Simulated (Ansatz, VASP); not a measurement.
## Ti: VASP beside Ansatz

```
CELL_PARAMETERS angstrom
4.50626 0.00000 0.00000
-2.25313 3.90253 0.00000
0.00000 0.00000 2.78766
ATOMIC_POSITIONS crystal
Ti 0.00000 0.00000 0.00000
Ti 0.33333 0.66667 0.50000
Ti 0.66667 0.33333 0.50000
```

Alike in both runs: task single point; functional r2SCAN; k mesh 9 × 9 × 13; occupations fermi-dirac, width 0.1 eV; no spin polarisation.

|  | VASP | Ansatz |
| --- | --- | --- |
| version | VASP 6.6.1 | Ansatz 0.2.0 |
| potentials or method | VASP PAW PBE potentials, release 64 (Ti_sv), cutoff 520 eV | plane waves (500 eV) with PAW, scalar-relativistic |
| valence electrons in the cell | 36 | 36 |

```csv
,VASP,Ansatz,Ansatz less VASP
pressure (GPa),5.6,5.2,-0.47
"traceless stress, the component that is largest in VASP (GPa)",0.23,0.28,+0.045
```

VASP's potentials were made for PBE, not for r2SCAN. The functional is the same, so the differences come from potentials, cutoffs and numerics.
